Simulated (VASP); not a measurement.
# Dy3Re (Pm-3m) in VASP: further runs

Dy3Re is run at these levels: PBE; tasks: single point.

All numbers are computed with VASP 6.6.1; they aren't measurements. Logs are shortened: lines on timing, memory, paths and dates and some standing lists are left out, and cuts for length are marked.

## (1) The cell of the first run

Symmetry: Pm-3m, No. 221, cubic system. The conventional cell has a = 4.474 Å, b = 4.474 Å, c = 4.474 Å, α = 90.00°, β = 90.00°, γ = 90.00°. Dy (site symmetry 4/mmm) has 8 Dy at 3.16 Å and 4 Re at 3.16 Å within 4.2 Å. Re (site symmetry m-3m) has 12 Dy at 3.16 Å within 4.2 Å.

The cell was built from a structure type or drawn by symmetry, and may not be a known phase.

## (2) Single point, PBE

The input, INCAR:

```
SYSTEM = Dy3Re
  ALGO = Normal
  EDIFF = 1E-6
  ENCUT = 600
  GGA = PE
  GGA_COMPAT = .FALSE.
  ISIF = 2
  ISMEAR = 0
  LASPH = .TRUE.
  LCHARG = .FALSE.
  LMAXMIX = 6
  LREAL = .FALSE.
  LWAVE = .FALSE.
  NBANDS = 25
  NELM = 200
  PREC = Accurate
  SIGMA = 0.1
```

The input, KPOINTS:

```
k-points
0
G
  4 4 4
  0 0 0
```

The input, POSCAR:

```
Dy3Re
1.0
    4.4741900900      0.0000000000      0.0000000000
    0.0000000000      4.4741900900      0.0000000000
    0.0000000000      0.0000000000      4.4741900900
Dy Re
3 1
Direct
    0.0000000000      0.5000000000      0.5000000000
    0.5000000000      0.5000000000      0.0000000000
    0.5000000000      0.0000000000      0.5000000000
    0.0000000000      0.0000000000      0.0000000000
```

Potentials or basis: VASP PAW PBE potentials, release 64 (Dy_3, Re), 4f in core.

The run is started by

```bash
> cat potpaw_PBE.64/Dy_3/POTCAR potpaw_PBE.64/Re/POTCAR > POTCAR
> mpirun -np 1 vasp_std > vasp.out
```

OUTCAR:

```text
SYSTEM = Dy3Re
   EDIFF = 1E-6
   ENCUT = 600
   GGA = PE
   ISIF = 2
   ISMEAR = 0
   LASPH = .TRUE.
   LREAL = .FALSE.
   NELM = 200
   PREC = Accurate

 ion  position               nearest neighbor table
   1  0.000  0.500  0.500-   2 3.16   3 3.16   4 3.16   2 3.16   4 3.16   3 3.16   4 3.16   4 3.16
                             2 3.16   3 3.16   2 3.16   3 3.16
   2  0.500  0.500  0.000-   1 3.16   3 3.16   4 3.16   1 3.16   3 3.16   3 3.16   4 3.16   3 3.16
                             1 3.16   4 3.16   1 3.16   4 3.16
   3  0.500  0.000  0.500-   1 3.16   2 3.16   4 3.16   2 3.16   4 3.16   1 3.16   2 3.16   2 3.16
                             1 3.16   4 3.16   4 3.16   1 3.16
   4  0.000  0.000  0.000-   1 3.16   2 3.16   3 3.16   1 3.16   3 3.16   1 3.16   2 3.16   1 3.16
                             2 3.16   3 3.16   3 3.16   2 3.16

  LATTYP: Found a simple cubic cell.
 ALAT       =     4.4741900900

  Lattice vectors:

 A1 = (   4.4741900900,   0.0000000000,   0.0000000000)
 A2 = (   0.0000000000,   4.4741900900,   0.0000000000)
 A3 = (   0.0000000000,   0.0000000000,   4.4741900900)

Analysis of symmetry for initial positions (statically):
=====================================================================
 Subroutine PRICEL returns:
 Original cell was already a primitive cell.

 Routine SETGRP: Setting up the symmetry group for a
 simple cubic supercell.

 Subroutine GETGRP returns: Found 48 space group operations
 (whereof 48 operations were pure point group operations)
 out of a pool of 48 trial point group operations.

The static configuration has the point symmetry O_h .

Analysis of symmetry for dynamics (positions and initial velocities):
=====================================================================
 Subroutine PRICEL returns:
 Original cell was already a primitive cell.

 Routine SETGRP: Setting up the symmetry group for a
 simple cubic supercell.

 Subroutine GETGRP returns: Found 48 space group operations
 (whereof 48 operations were pure point group operations)
 out of a pool of 48 trial point group operations.

The dynamic configuration has the point symmetry O_h .

 Subroutine INISYM returns: Found 48 space group operations
 (whereof 48 operations are pure point group operations),
 and found     1 'primitive' translations

----------------------------------------------------------------------------------------

                                     Primitive cell

  volume of cell :      89.5660

  direct lattice vectors                    reciprocal lattice vectors
     4.474190090  0.000000000  0.000000000     0.223504138  0.000000000  0.000000000
     0.000000000  4.474190090  0.000000000     0.000000000  0.223504138  0.000000000
     0.000000000  0.000000000  4.474190090     0.000000000  0.000000000  0.223504138

  length of vectors
     4.474190090  4.474190090  4.474190090     0.223504138  0.223504138  0.223504138

  position of ions in fractional coordinates (direct lattice)
     0.000000000  0.500000000  0.500000000
     0.500000000  0.500000000  0.000000000
     0.500000000  0.000000000  0.500000000
     0.000000000  0.000000000  0.000000000

  ion indices of the primitive-cell ions
   primitive index   ion index
                 1           1
                 2           2
                 3           3
                 4           4

----------------------------------------------------------------------------------------

 KPOINTS: k-points

Automatic generation of k-mesh.
 Grid dimensions read from file:
 generate k-points for:    4    4    4

 Generating k-lattice:

  Cartesian coordinates                     Fractional coordinates (reciprocal lattice)
     0.055876035  0.000000000  0.000000000     0.250000000  0.000000000  0.000000000
     0.000000000  0.055876035  0.000000000     0.000000000  0.250000000  0.000000000
     0.000000000  0.000000000  0.055876035     0.000000000  0.000000000  0.250000000

  Length of vectors
     0.055876035  0.055876035  0.055876035

  Shift w.r.t. Gamma in fractional coordinates (k-lattice)
     0.000000000  0.000000000  0.000000000

 Subroutine IBZKPT returns following result:
 ===========================================

 Found     10 irreducible k-points:

 Following reciprocal coordinates:
            Coordinates               Weight
  0.000000  0.000000  0.000000      1.000000
  0.250000  0.000000  0.000000      6.000000
  0.500000  0.000000  0.000000      3.000000
  0.250000  0.250000  0.000000     12.000000
  0.500000  0.250000  0.000000     12.000000
  0.500000  0.500000  0.000000      3.000000
  0.250000  0.250000  0.250000      8.000000
  0.500000  0.250000  0.250000     12.000000
  0.500000  0.500000  0.250000      6.000000
  0.500000  0.500000  0.500000      1.000000
   k-points           NKPTS =     10   k-points in BZ     NKDIM =     10   number of bands    NBANDS=     25
   number of dos      NEDOS =    301   number of ions     NIONS =      4
   total plane-waves  NPLWV =  46656
   dimension x,y,z NGX =    36 NGY =   36 NGZ =   36
   dimension x,y,z NGXF=    72 NGYF=   72 NGZF=   72
   ions per type =               3   1
   NGX,Y,Z   is equivalent  to a cutoff of  13.38, 13.38, 13.38 a.u.
   NGXF,Y,Z  is equivalent  to a cutoff of  26.75, 26.75, 26.75 a.u.
 SYSTEM =  Dy3Re
   PREC   = accura    normal or accurate (medium, high low for compatibility)
   ISTART =      0    job   : 0-new  1-cont  2-samecut
   ICHARG =      2    charge: 1-file 2-atom 10-const
   ISPIN  =      1    spin polarized calculation?
   LNONCOLLINEAR =      F non collinear calculations
   LSORBIT =      F    spin-orbit coupling
   LASPH  =      T    aspherical Exc in radial PAW
   ENCUT  =  600.0 eV  44.10 Ry    6.64 a.u.   8.94  8.94  8.94*2*pi/ulx,y,z
   NELM   =    200;   NELMIN=  2; NELMDL= -5     # of ELM steps
   EDIFF  = 0.1E-05   stopping-criterion for ELM
   LREAL  =      F    real-space projection
   EDIFFG = 0.1E-04   stopping-criterion for IOM
   NSW    =      0    number of steps for IOM
   IBRION =     -1    ionic relax: 0-MD 1-quasi-New 2-CG
   NFREE  =      0    steps in history (QN), initial steepest desc. (CG)
   ISIF   =      2    stress and relaxation
   ISYM   =      2    0-nonsym 1-usesym 2-fastsym
   POTIM  = 0.5000    time-step for ionic-motion
   TEBEG  =    0.0;   TEEND  =   0.0 temperature during run
   PSTRESS=    0.0 pullay stress
   NELECT =      34.0000    total number of electrons
   NUPDOWN=      -1.0000    fix difference up-down
   EMIN   =  10.00;   EMAX   =-10.00  energy-range for DOS
   EFERMI =   0.00;   METHOD = LEGACY
   ISMEAR =     0;   SIGMA  =   0.10  broadening in eV -4-tet -1-fermi 0-gaus
   EFERMI_NEDOS =   21; number of points for ismear=-14 and -15
   IALGO  =     38    algorithm
   IMIX   =      4    mixing-type and parameters
     AMIX     =   0.40;   BMIX     =  1.00
     AMIX_MAG =   1.60;   BMIX_MAG =  1.00
  volume/ion in A,a.u.               =      22.39       151.11
  Fermi-wavevector in a.u.,A,eV,Ry     =   1.185368  2.240022 19.117525  1.405098
  Thomas-Fermi vector in A             =   2.321564
   LORBIT       =      0    0 simple, 1 ext, 2 COOP (PROOUT), +10 PAW based schemes
   GGA     = PE    functional components
   LHFCALC =     F    Hartree Fock is set to
   AEXX    =    0.0000 exact exchange contribution
   IVDW    =     0    specifies the selected vdW correction
   LEPSILON=     F    determine dielectric tensor
   LRPA    =     F    only Hartree local field effects (RPA)
 non-spin polarized calculation
 Gauss-broadening in eV      SIGMA  =   0.10
  energy-cutoff  :      600.00
  volume of cell :       89.57
 maximum number of plane-waves:      3016
 NGX is ok and might be reduce to    36
   NGX = 17   NGY = 17   NGZ = 17

 number of electron      34.0000007 magnetization

 Free energy of the ion-electron system (eV)
  ---------------------------------------------------
  ext. energy  EPLUGINS =         0.00000000
  ---------------------------------------------------
  free energy    TOTEN  =       -24.37264396 eV

  energy without entropy =      -24.33294134  energy(sigma->0) =      -24.35279265

 E-fermi :   4.8572     XC(G=0): -11.3857

 val. band max:        4.8255580595   @ k =   0.5000   0.2500   0.0000
 cond. band min:       4.9086689129   @ k =   0.5000   0.2500   0.0000
 fundamental gap:      0.0831108534
 Fermi energy:         4.8571949465

 k-point     1 :       0.0000    0.0000    0.0000
  band No.  band energies     occupation
      1     -18.6740      2.00000
      2     -18.6740      2.00000
      3     -18.6740      2.00000
      4     -17.7679      2.00000
      5     -17.7679      2.00000
      6     -17.7679      2.00000
[... 17 lines left out ...]
     24       8.6608      0.00000
     25      11.1686      0.00000

 k-point     2 :       0.2500    0.0000    0.0000
  band No.  band energies     occupation
      1     -18.5838      2.00000
      2     -18.5838      2.00000
      3     -18.5290      2.00000
      4     -17.8156      2.00000
      5     -17.8156      2.00000
      6     -17.7903      2.00000
[... 17 lines left out ...]
     24       8.2409      0.00000
     25       9.5958      0.00000

 k-point     3 :       0.5000    0.0000    0.0000
  band No.  band energies     occupation
      1     -18.4649      2.00000
      2     -18.4649      2.00000
      3     -18.1742      2.00000
      4     -18.0850      2.00000
      5     -17.9024      2.00000
      6     -17.9024      2.00000
[... 160 lines left out ...]
 k-point     9 :       0.5000    0.5000    0.2500
  band No.  band energies     occupation
      1     -19.0367      2.00000
      2     -18.4812      2.00000
      3     -18.3109      2.00000
      4     -18.3109      2.00000
      5     -17.7909      2.00000
      6     -17.5674      2.00000
[... 17 lines left out ...]
     24       6.9064      0.00000
     25       7.3713      0.00000

 k-point    10 :       0.5000    0.5000    0.5000
  band No.  band energies     occupation
      1     -19.2298      2.00000
      2     -18.4682      2.00000
      3     -18.4682      2.00000
      4     -18.4682      2.00000
      5     -17.5659      2.00000
      6     -17.5659      2.00000
[... 17 lines left out ...]
     24       6.8126      0.00000
     25       7.3868      0.00000

------------------------ aborting loop because EDIFF is reached ----------------------------------------

  FORCE on cell =-STRESS in cart. coord.  units (eV):
  Direction    XX          YY          ZZ          XY          YZ          ZX
  --------------------------------------------------------------------------------------
  -------------------------------------------------------------------------------------
  Total        4.4011734      4.4011734      4.4011734      0.0000000      0.0000000      0.0000000
  in kB       78.7291865     78.7291865     78.7291865      0.0000000      0.0000000      0.0000000
  external PRESSURE =      78.7291865 kB  Pullay stress =       0.0000000 kB

 VOLUME and BASIS-vectors are now :
 -----------------------------------------------------------------------------
  energy-cutoff  :      600.00
  volume of cell :       89.57
      direct lattice vectors                 reciprocal lattice vectors
     4.474190090  0.000000000  0.000000000     0.223504138  0.000000000  0.000000000
     0.000000000  4.474190090  0.000000000     0.000000000  0.223504138  0.000000000
     0.000000000  0.000000000  4.474190090     0.000000000  0.000000000  0.223504138

 POSITION                                       TOTAL-FORCE (eV/Angst)
 -----------------------------------------------------------------------------------
      0.00000      2.23710      2.23710         0.000000      0.000000      0.000000
      2.23710      2.23710      0.00000         0.000000      0.000000      0.000000
      2.23710      0.00000      2.23710         0.000000      0.000000      0.000000
      0.00000      0.00000      0.00000         0.000000      0.000000      0.000000
 -----------------------------------------------------------------------------------
    total drift:                                0.000000      0.000000      0.000000

  FREE ENERGIE OF THE ION-ELECTRON SYSTEM (eV)
  ---------------------------------------------------
  free  energy   TOTEN  =       -24.3726439599 eV

  energy  without entropy=      -24.3329413438  energy(sigma->0) =      -24.35279265
```

Wall time 30 s (1 thread of Intel Xeon Platinum 8259CL at 2.50GHz (Skylake/Cascade Lake), shared host); peak memory 0.21 GiB.

What came out:

| Quantity | Value |
| --- | --- |
| Free energy | -24.3726 eV |
| Pressure | 7.9 GPa |
| Band gap on the k mesh | zero (bands 17 and 18 overlap by 1.22 eV) |

Caveat: the cell stands under pressure; spin-orbit coupling is left out, which moves the levels of the heavy elements; the 4f electrons are frozen in the core, so they carry no moment and show no levels.

## (3) Single point, PBE

This run uses another cell than the first one, of 24.25 Å³/atom.

The input, INCAR:

```
SYSTEM = Dy3Re
PREC     = Accurate       ! precision mode
ENCUT    = 600            ! plane-wave cutoff, eV
EDIFF    = 1E-6           ! SCF threshold, eV
ISMEAR   = 0              ! smearing method
SIGMA    = 0.1            ! smearing width, eV
LREAL    = .False.        ! projectors in reciprocal space
LASPH    = .True.         ! aspherical terms in the spheres
NELM     = 200            ! most SCF steps
ALGO     = Normal         ! electronic algorithm
ISIF     = 2              ! what is computed and relaxed
LWAVE    = .False.        ! write WAVECAR
LCHARG   = .False.        ! write CHGCAR
GGA      = PE             ! functional
NBANDS   = 25             ! bands
GGA_COMPAT= .False.      
LMAXMIX  = 6              ! l up to which the mixer works
```

The input, KPOINTS:

```
Automatic mesh
0
Gamma
  4 4 4
  0 0 0
```

The input, POSCAR:

```
Dy3Re
1.0
    4.5948511013      0.0000000000      0.0000000000
    0.0000000000      4.5948511013      0.0000000000
    0.0000000000      0.0000000000      4.5948511013
Dy Re
3 1
Direct
    0.0000000000      0.5000000000      0.5000000000
    0.5000000000      0.5000000000      0.0000000000
    0.5000000000      0.0000000000      0.5000000000
    0.0000000000      0.0000000000      0.0000000000
```

Potentials or basis: VASP PAW PBE potentials, release 64 (Dy_3, Re), 4f in core.

The run is started by

```bash
> cat potpaw_PBE.64/Dy_3/POTCAR potpaw_PBE.64/Re/POTCAR > POTCAR
> mpirun -np 1 vasp_std > vasp.out
```

Run time: 40 s. Hardware: 1 thread of Intel Xeon Platinum 8259CL at 2.50GHz (Skylake/Cascade Lake), shared host; peak memory 0.24 GiB.

Results (log left out):

```
Free energy            : -24.5591 eV
Pressure               : 0.6 GPa
Band gap on the k mesh : zero (bands 17 and 18 overlap by 1.25 eV)
```

Levels at points of the mesh, in eV from the Fermi level:
```
           k point  band 12  band 13  band 14  band 15  band 16  band 17  band 18  band 19  band 20  band 21
(0.00, 0.00, 0.00)    -2.92    -2.92    -2.21    -2.21    -2.21     1.01     1.01     1.01     2.96     2.96
(0.50, 0.00, 0.00)    -1.79    -1.56    -1.42    -0.78    -0.78    -0.29    -0.17     0.07     0.07     2.26
(0.50, 0.50, 0.00)    -1.72    -1.72    -0.94    -0.83    -0.83    -0.24    -0.24     0.12     0.47     0.48
(0.50, 0.50, 0.50)    -2.93    -2.93    -0.31    -0.31     0.57     0.57     0.57     1.37     1.37     1.37
```

Caveat: spin-orbit coupling is left out, which moves the levels of the heavy elements; the 4f electrons are frozen in the core, so they carry no moment and show no levels. Spin polarisation is off, so any magnetic state and its effect on volume and gap are missing.
